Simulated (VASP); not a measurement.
# CrO2 (P4_2/mnm) in VASP: further runs

CrO2 is run at these levels: PBE; tasks: single point.

Everything below comes from runs of VASP 6.6.1. Logs are shortened: lines on timing, memory, paths and dates and some standing lists are left out, and cuts for length are marked.

### Step 1. The cell of the first run

Symmetry: P4_2/mnm, No. 136, tetragonal system. The conventional cell has a = 4.444 Å, b = 4.444 Å, c = 2.922 Å, α = 90.00°, β = 90.00°, γ = 90.00°. Within 2.5 Å of Cr (site symmetry mmm) lie 6 O at 1.91 Å. O (site symmetry m2m) has 3 Cr at 1.91 Å and 1 O at 2.47 Å within 2.5 Å.

### Step 2. Single point, PBE, collinear spin, ferromagnetic start

File INCAR:

```
PREC     = Accurate       # precision mode
ENCUT    = 520            # plane-wave cutoff, eV
EDIFF    = 1E-6           # SCF threshold, eV
ISMEAR   = 0              # smearing method
SIGMA    = 0.05           # smearing width, eV
LREAL    = F              # projectors in reciprocal space
LASPH    = T              # aspherical terms in the spheres
NELM     = 150            # most SCF steps
ALGO     = Normal         # electronic algorithm
ISIF     = 2              # what is computed and relaxed
LWAVE    = F              # write WAVECAR
LCHARG   = F              # write CHGCAR
ISPIN    = 2              # spin polarisation
MAGMOM   = 2 2 0 0 0 0    # initial moments
LORBIT   = 11             # projections on sites
LMAXMIX  = 4              # l up to which the mixer works
GGA      = PE             # functional
NBANDS   = 37             # bands
```

File KPOINTS:

```
Automatic mesh
0
Gamma
  6 6 10
```

File POSCAR:

```
CrO2
1.0
    4.4439090495      0.0000000000      0.0000000000
    0.0000000000      4.4439090495      0.0000000000
    0.0000000000      0.0000000000      2.9217460473
Cr O
2 4
Direct
    0.0000000000      0.0000000000      0.0000000000
    0.5000000000      0.5000000000      0.5000000000
    0.3036626110      0.3036626110      0.0000000000
    0.1963373890      0.8036626110      0.5000000000
    0.6963373890      0.6963373890      0.0000000000
    0.8036626110      0.1963373890      0.5000000000
```

Potentials or basis: VASP PAW PBE potentials, release 64 (Cr_pv, O).

Started as:

```console
cat potpaw_PBE.64/Cr_pv/POTCAR potpaw_PBE.64/O/POTCAR > POTCAR
mpirun -np 1 vasp_std > vasp.out
```

OUTCAR:

```text
PREC = Accurate
   ENCUT = 520
   EDIFF = 1E-6
   ISMEAR = 0
   LREAL = F
   LASPH = T
   NELM = 150
   ISIF = 2
   ISPIN = 2
   LORBIT = 11
   GGA = PE

 ion  position               nearest neighbor table
   1  0.000  0.000  0.000-   3 1.91   5 1.91   4 1.91   6 1.91   4 1.91   6 1.91
   2  0.500  0.500  0.500-   4 1.91   6 1.91   5 1.91   3 1.91   3 1.91   5 1.91
   3  0.304  0.304  0.000-   1 1.91   2 1.91   2 1.91
   4  0.196  0.804  0.500-   2 1.91   1 1.91   1 1.91
   5  0.696  0.696  0.000-   1 1.91   2 1.91   2 1.91
   6  0.804  0.196  0.500-   2 1.91   1 1.91   1 1.91

  LATTYP: Found a simple tetragonal cell.
 ALAT       =     4.4439090495
 C/A-ratio  =     0.6574720623

  Lattice vectors:

 A1 = (   4.4439090495,   0.0000000000,   0.0000000000)
 A2 = (   0.0000000000,   4.4439090495,   0.0000000000)
 A3 = (   0.0000000000,   0.0000000000,   2.9217460473)

Analysis of symmetry for initial positions (statically):
=====================================================================
 Subroutine PRICEL returns:
 Original cell was already a primitive cell.

 Routine SETGRP: Setting up the symmetry group for a
 simple tetragonal supercell.

 Subroutine GETGRP returns: Found 16 space group operations
 (whereof  8 operations were pure point group operations)
 out of a pool of 16 trial point group operations.

The static configuration has the point symmetry D_2h.
 The point group associated with its full space group is D_4h.

Analysis of symmetry for dynamics (positions and initial velocities):
=====================================================================
 Subroutine PRICEL returns:
 Original cell was already a primitive cell.

 Routine SETGRP: Setting up the symmetry group for a
 simple tetragonal supercell.

 Subroutine GETGRP returns: Found 16 space group operations
 (whereof  8 operations were pure point group operations)
 out of a pool of 16 trial point group operations.

The dynamic configuration has the point symmetry D_2h.
 The point group associated with its full space group is D_4h.

Analysis of structural, dynamic, and magnetic symmetry:
=====================================================================
 Subroutine PRICEL returns:
 Original cell was already a primitive cell.

 Routine SETGRP: Setting up the symmetry group for a
 simple tetragonal supercell.

 Subroutine GETGRP returns: Found 16 space group operations
 (whereof  8 operations were pure point group operations)
 out of a pool of 16 trial point group operations.

The overall configuration has the point symmetry D_2h.
 The point group associated with its full space group is D_4h.

 Subroutine INISYM returns: Found 16 space group operations
 (whereof  8 operations are pure point group operations),
 and found     1 'primitive' translations

----------------------------------------------------------------------------------------

                                     Primitive cell

  volume of cell :      57.6996

  direct lattice vectors                    reciprocal lattice vectors
     4.443909050  0.000000000  0.000000000     0.225027108  0.000000000  0.000000000
     0.000000000  4.443909050  0.000000000     0.000000000  0.225027108  0.000000000
     0.000000000  0.000000000  2.921746047     0.000000000  0.000000000  0.342261095

  length of vectors
     4.443909050  4.443909050  2.921746047     0.225027108  0.225027108  0.342261095

  position of ions in fractional coordinates (direct lattice)
     0.000000000  0.000000000  0.000000000
     0.500000000  0.500000000  0.500000000
     0.303662611  0.303662611  0.000000000
     0.196337389  0.803662611  0.500000000
     0.696337389  0.696337389  0.000000000
     0.803662611  0.196337389  0.500000000

  ion indices of the primitive-cell ions
   primitive index   ion index
                 1           1
                 2           2
                 3           3
                 4           4
                 5           5
                 6           6

[... 31 lines left out ...]
  0.500000  0.000000  0.000000      2.000000
  0.166667  0.166667  0.000000      4.000000
  0.333333  0.166667  0.000000      8.000000
[... 16 lines left out ...]
  0.333333  0.000000  0.200000      8.000000
  0.500000  0.000000  0.200000      4.000000
 [... further k-points ...]
   k-points           NKPTS =     60   k-points in BZ     NKDIM =     60   number of bands    NBANDS=     37
   number of dos      NEDOS =    301   number of ions     NIONS =      6
   total plane-waves  NPLWV =  31104
   dimension x,y,z NGX =    36 NGY =   36 NGZ =   24
   dimension x,y,z NGXF=    72 NGYF=   72 NGZF=   48
   ions per type =               2   4
   NGX,Y,Z   is equivalent  to a cutoff of  13.47, 13.47, 13.66 a.u.
   NGXF,Y,Z  is equivalent  to a cutoff of  26.94, 26.94, 27.31 a.u.
 SYSTEM =  unknown system
   PREC   = accura    normal or accurate (medium, high low for compatibility)
   ISTART =      0    job   : 0-new  1-cont  2-samecut
   ICHARG =      2    charge: 1-file 2-atom 10-const
   ISPIN  =      2    spin polarized calculation?
   LNONCOLLINEAR =      F non collinear calculations
   LSORBIT =      F    spin-orbit coupling
   LASPH  =      T    aspherical Exc in radial PAW
   ENCUT  =  520.0 eV  38.22 Ry    6.18 a.u.   8.26  8.26  5.43*2*pi/ulx,y,z
   NELM   =    150;   NELMIN=  2; NELMDL= -5     # of ELM steps
   EDIFF  = 0.1E-05   stopping-criterion for ELM
   LREAL  =      F    real-space projection
   EDIFFG = 0.1E-04   stopping-criterion for IOM
   NSW    =      0    number of steps for IOM
   IBRION =     -1    ionic relax: 0-MD 1-quasi-New 2-CG
   NFREE  =      0    steps in history (QN), initial steepest desc. (CG)
   ISIF   =      2    stress and relaxation
   ISYM   =      2    0-nonsym 1-usesym 2-fastsym
   POTIM  = 0.5000    time-step for ionic-motion
   TEBEG  =    0.0;   TEEND  =   0.0 temperature during run
   PSTRESS=    0.0 pullay stress
   NELECT =      48.0000    total number of electrons
   NUPDOWN=      -1.0000    fix difference up-down
   EMIN   =  10.00;   EMAX   =-10.00  energy-range for DOS
   EFERMI =   0.00;   METHOD = LEGACY
   ISMEAR =     0;   SIGMA  =   0.05  broadening in eV -4-tet -1-fermi 0-gaus
   EFERMI_NEDOS =   21; number of points for ismear=-14 and -15
   IALGO  =     38    algorithm
   IMIX   =      4    mixing-type and parameters
     AMIX     =   0.40;   BMIX     =  1.00
     AMIX_MAG =   1.60;   BMIX_MAG =  1.00
  volume/ion in A,a.u.               =       9.62        64.90
  Fermi-wavevector in a.u.,A,eV,Ry     =   1.539682  2.909577 32.254244  2.370620
  Thomas-Fermi vector in A             =   2.645875
   LORBIT       =     11    0 simple, 1 ext, 2 COOP (PROOUT), +10 PAW based schemes
   GGA     = PE    functional components
   LHFCALC =     F    Hartree Fock is set to
   AEXX    =    0.0000 exact exchange contribution
   IVDW    =     0    specifies the selected vdW correction
   LEPSILON=     F    determine dielectric tensor
   LRPA    =     F    only Hartree local field effects (RPA)
 spin polarized calculation
 Gauss-broadening in eV      SIGMA  =   0.05
  energy-cutoff  :      520.00
  volume of cell :       57.70
 maximum number of plane-waves:      1576
 NGX is ok and might be reduce to    36
   NGX = 17   NGY = 17   NGZ = 11

 number of electron      48.0000003 magnetization       3.9997524

 Free energy of the ion-electron system (eV)
  ---------------------------------------------------
  ext. energy  EPLUGINS =         0.00000000
  ---------------------------------------------------
  free energy    TOTEN  =       -50.35612438 eV

  energy without entropy =      -50.35514853  energy(sigma->0) =      -50.35563646

 E-fermi :   5.5010     XC(G=0): -11.8390

 val. band max:        5.4825411266   @ k =   0.0000   0.0000   0.5000
 cond. band min:       5.5061025549   @ k =   0.5000   0.5000   0.4000
 fundamental gap:      0.0235614283
 Fermi energy:         5.5010331563

 spin component 1

 k-point     1 :       0.0000    0.0000    0.0000
  band No.  band energies     occupation
      1     -39.4021      1.00000
      2     -39.4021      1.00000
      3     -39.2755      1.00000
      4     -39.2755      1.00000
      5     -39.2030      1.00000
      6     -39.1898      1.00000
[... 925 lines left out ...]
     35      16.1822      0.00000
     36      16.1822      0.00000

 [... further k-points ...]

 spin component 2

 k-point     1 :       0.0000    0.0000    0.0000
  band No.  band energies     occupation
      1     -37.3757      1.00000
      2     -37.3757      1.00000
      3     -37.0241      1.00000
      4     -37.0241      1.00000
      5     -36.8384      1.00000
      6     -36.8225      1.00000
[... 925 lines left out ...]
     35      16.3627      0.00000
     36      16.3627      0.00000

 [... further k-points ...]

 [bands above 36 left out]

------------------------ aborting loop because EDIFF is reached ----------------------------------------

  FORCE on cell =-STRESS in cart. coord.  units (eV):
  Direction    XX          YY          ZZ          XY          YZ          ZX
  --------------------------------------------------------------------------------------
  -------------------------------------------------------------------------------------
  Total        0.1861013      0.1861013      0.2850716     -0.0000000      0.0000000      0.0000000
  in kB        5.1675789      5.1675789      7.9157444     -0.0000000      0.0000000      0.0000000
  external PRESSURE =       6.0836340 kB  Pullay stress =       0.0000000 kB

 VOLUME and BASIS-vectors are now :
 -----------------------------------------------------------------------------
  energy-cutoff  :      520.00
  volume of cell :       57.70
      direct lattice vectors                 reciprocal lattice vectors
     4.443909050  0.000000000  0.000000000     0.225027108  0.000000000  0.000000000
     0.000000000  4.443909050  0.000000000     0.000000000  0.225027108  0.000000000
     0.000000000  0.000000000  2.921746047     0.000000000  0.000000000  0.342261095

 POSITION                                       TOTAL-FORCE (eV/Angst)
 -----------------------------------------------------------------------------------
      0.00000      0.00000      0.00000         0.000000      0.000000      0.000000
      2.22195      2.22195      1.46087         0.000000      0.000000      0.000000
      1.34945      1.34945      0.00000        -0.014929     -0.014929      0.000000
      0.87251      3.57140      1.46087         0.014929     -0.014929      0.000000
      3.09446      3.09446      0.00000         0.014929      0.014929      0.000000
      3.57140      0.87251      1.46087        -0.014929      0.014929      0.000000
 -----------------------------------------------------------------------------------
    total drift:                               -0.000000      0.000000      0.000000

  FREE ENERGIE OF THE ION-ELECTRON SYSTEM (eV)
  ---------------------------------------------------
  free  energy   TOTEN  =       -50.3561243840 eV

  energy  without entropy=      -50.3551485327  energy(sigma->0) =      -50.35563646

 total charge

# of ion       s       p       d       tot
------------------------------------------
    1        0.362   6.455   4.015  10.832
    2        0.362   6.455   4.015  10.832
    3        1.572   3.458   0.000   5.030
    4        1.572   3.458   0.000   5.030
    5        1.572   3.458   0.000   5.030
    6        1.572   3.458   0.000   5.030
--------------------------------------------------
tot          7.011  26.742   8.030  41.783

 magnetization (x)

# of ion       s       p       d       tot
------------------------------------------
    1        0.024   0.032   2.051   2.106
    2        0.024   0.032   2.051   2.106
    3       -0.003  -0.075   0.000  -0.078
    4       -0.003  -0.075   0.000  -0.078
    5       -0.003  -0.075   0.000  -0.078
    6       -0.003  -0.075   0.000  -0.078
--------------------------------------------------
tot          0.038  -0.238   4.101   3.900
```

Wall time 3.4 min (1 thread of Intel Xeon Platinum 8259CL at 2.50GHz (Skylake/Cascade Lake), shared host); peak memory 0.31 GiB.

What came out:

```
Free energy                                           : -50.3561 eV
Pressure                                              : 0.6 GPa
Largest force                                         : 0.021 eV/Å
Band gap on the k mesh                                : zero (filled and empty bands overlap)
Net moment                                            : 4.00 μB per cell
Site moments                                          : Cr +2.11; O -0.08 μB
Valence electrons inside the program's atomic spheres : Cr 10.83; O 5.03
```

Forces in eV/Å, atoms in the order of the input:
```
Cr   0.000  0.000  0.000
Cr   0.000  0.000  0.000
O   -0.015 -0.015  0.000
O    0.015 -0.015  0.000
O    0.015  0.015  0.000
O   -0.015  0.015  0.000
```

Stress tensor (GPa, compression positive):
```
0.52 0.00 0.00
0.00 0.52 0.00
0.00 0.00 0.79
```

Levels at points of the mesh, in eV from the Fermi level:
Spin up:
```tsv
k point	band 23	band 24	band 25	band 26	band 27	band 28	band 29	band 30
(0.00, 0.00, 0.00)	-1.17	-1.12	-1.12	-1.09	-0.52	1.08	1.18	3.80
(0.50, 0.00, 0.00)	-0.76	-0.76	-0.33	-0.33	0.36	0.36	3.26	3.26
(0.50, 0.50, 0.00)	-1.45	-1.45	-1.10	-1.10	0.90	0.90	2.68	2.68
(0.00, 0.00, 0.50)	-0.69	-0.69	-0.02	-0.02	0.77	0.77	2.42	2.42
(0.50, 0.00, 0.50)	-1.42	-1.42	-0.69	-0.69	0.94	0.94	1.65	1.65
(0.50, 0.50, 0.50)	-0.69	-0.69	-0.24	-0.24	0.10	0.10	2.96	2.96
```
Spin down:
```csv
k point,band 19,band 20,band 21,band 22,band 23,band 24,band 25,band 26
"(0.00, 0.00, 0.00)",-1.68,-1.34,-1.34,-0.91,0.99,0.99,1.23,1.23
"(0.50, 0.00, 0.00)",-2.80,-2.80,-1.70,-1.70,1.64,1.64,1.80,1.80
"(0.50, 0.50, 0.00)",-2.48,-2.48,-2.13,-2.13,1.00,1.00,1.25,1.25
"(0.00, 0.00, 0.50)",-3.49,-3.49,-2.55,-2.55,1.66,1.66,2.13,2.13
"(0.50, 0.00, 0.50)",-3.07,-3.07,-2.02,-2.02,0.72,0.72,2.16,2.16
"(0.50, 0.50, 0.50)",-2.32,-2.32,-1.63,-1.63,1.32,1.32,2.00,2.00
```

Caveat: semilocal functionals often make such compounds metallic where correlation or magnetic order opens a gap, which also shifts bond lengths; the run started ferromagnetic, and an antiferromagnetic order may lie lower in energy.

### Step 3. Single point, PBE, collinear spin, ferromagnetic start

File INCAR:

```
SYSTEM = CrO2
PREC = Accurate
ENCUT = 520
EDIFF = 1E-6
ISMEAR = 0
SIGMA = 0.05
LREAL = .FALSE.
LASPH = .TRUE.
NELM = 150
ALGO = Normal
ISIF = 2
LWAVE = .FALSE.
LCHARG = .TRUE.
ISPIN = 2
MAGMOM = 1.93 1.93 0 0 0 0
LORBIT = 11
LMAXMIX = 4
GGA = PE
LELF = .TRUE.
LVHAR = .TRUE.
NBANDS = 37
```

File KPOINTS:

```
regular mesh
0
G
  6 6 10
  0 0 0
```

POSCAR is that of step 2.

Potentials or basis: VASP PAW PBE potentials, release 64 (Cr_pv, O).

Started as:

```console
cat potpaw_PBE.64/Cr_pv/POTCAR potpaw_PBE.64/O/POTCAR > POTCAR
mpirun -np 1 vasp_std > vasp.out
```

It took 2.9 min on 1 thread of AMD EPYC 9R45 (Zen 5), shared host; peak memory 0.28 GiB.

Results (log left out):

| Quantity | Value |
| --- | --- |
| Free energy | -50.3561 eV |
| Pressure | 0.6 GPa |
| Largest force | 0.021 eV/Å |
| Band gap on the k mesh | zero (filled and empty bands overlap) |
| Net moment | 4.00 μB per cell |
| Site moments | Cr +2.11; O -0.08 μB |
| Valence electrons inside the program's atomic spheres | Cr 10.83; O 5.03 |

Forces in eV/Å, atoms in the order of the input:
```
Cr   0.000  0.000  0.000
Cr   0.000  0.000  0.000
O   -0.015 -0.015  0.000
O    0.015 -0.015  0.000
O    0.015  0.015  0.000
O   -0.015  0.015  0.000
```

Stress tensor (GPa, compression positive):
```
0.52 0.00 0.00
0.00 0.52 0.00
0.00 0.00 0.79
```

Levels at points of the mesh, in eV from the Fermi level:
Spin up:
```
           k point  band 24  band 25  band 26  band 27  band 28  band 29
(0.00, 0.00, 0.00)    -1.12    -1.12    -1.09    -0.52     1.08     1.18
(0.50, 0.00, 0.00)    -0.76    -0.33    -0.33     0.36     0.36     3.26
(0.50, 0.50, 0.00)    -1.45    -1.10    -1.10     0.90     0.90     2.68
(0.00, 0.00, 0.50)    -0.69    -0.02    -0.02     0.77     0.77     2.42
(0.50, 0.00, 0.50)    -1.42    -0.69    -0.69     0.94     0.94     1.65
(0.50, 0.50, 0.50)    -0.69    -0.24    -0.24     0.10     0.10     2.96
```
Spin down:
```tsv
k point	band 18	band 19	band 20	band 21	band 22	band 23	band 24	band 25	band 26	band 27
(0.00, 0.00, 0.00)	-3.35	-1.68	-1.34	-1.34	-0.91	0.99	0.99	1.23	1.23	1.31
(0.50, 0.00, 0.00)	-4.18	-2.80	-2.80	-1.70	-1.70	1.64	1.64	1.80	1.80	2.08
(0.50, 0.50, 0.00)	-3.15	-2.48	-2.48	-2.13	-2.13	1.00	1.00	1.25	1.25	2.36
(0.00, 0.00, 0.50)	-3.88	-3.49	-3.49	-2.55	-2.55	1.66	1.66	2.13	2.13	2.48
(0.50, 0.00, 0.50)	-3.71	-3.07	-3.07	-2.02	-2.02	0.72	0.72	2.16	2.16	2.54
(0.50, 0.50, 0.50)	-3.83	-2.32	-2.32	-1.63	-1.63	1.32	1.32	2.00	2.00	2.20
```

Caveat: semilocal functionals often make such compounds metallic where correlation or magnetic order opens a gap, which also shifts bond lengths; the run started ferromagnetic, and an antiferromagnetic order may lie lower in energy. With open d or f shells a metallic result of PBE can be an artefact of self-interaction; +U or a hybrid may open a gap.

The gap in the log of VASP goes by the Fermi energy; the results here count the filled bands.